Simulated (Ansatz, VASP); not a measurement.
**AgSn2SeI3: VASP beside Ansatz**

```
Ag Sn Se I
1.0
     3.40798    1.96760    5.54149
    -3.40798    1.96760    5.54149
     0.00000   -3.93520    5.54149
Ag Sn Se I
1 2 1 3
Direct
  0.00000 0.00000 0.00000
  0.78173 0.78173 0.78173
  0.21827 0.21827 0.21827
  0.50000 0.50000 0.50000
  0.50000 0.50000 0.00000
  0.00000 0.50000 0.50000
  0.50000 0.00000 0.50000
```

Change from the starting cell: species swapped into the InRh3PbS2 type (R-3m, No. 166).

Alike in both runs: task relaxation of cell and atoms; functional PBE; k mesh 2 × 2 × 2; occupations gaussian, width 0.15 eV; no spin polarisation.

```csv
,VASP,Ansatz
version,VASP 6.6.1,Ansatz 0.2.0
potentials or method,"VASP PAW PBE potentials, release 64 (Ag, Sn_d, Se, I), cutoff 600 eV","scalar-relativistic, plane waves, PAW"
valence electrons in the cell,66,114
```

Ansatz gave:

```
gap on the k mesh at the Fermi level, each at its own relaxed structure (eV) : none
relaxed volume (Å³/atom)                                                     : 35.65
relaxed cell length with the largest relative difference (Å)                 : 6.484
```

Question: Which values does VASP return?

Answer: gap on the k mesh at the Fermi level, each at its own relaxed structure (eV): none; relaxed volume (Å³/atom): 38.36; relaxed cell length with the largest relative difference (Å): 6.575.

A gap of «none» marks a metal or a gap that the smearing closes. One of these differences is far larger than is usual between the two programs; its cause wasn't traced. VASP's potentials hold 66 valence electrons a cell and Ansatz's 114, so a difference there can come from the potentials and not from the codes.

The k mesh is coarse, so the values compare programs but aren't converged. Spin-orbit coupling is off throughout. Noted on VASP's run: the volume moved by over 15 % at a fixed basis, so the end points are rough.
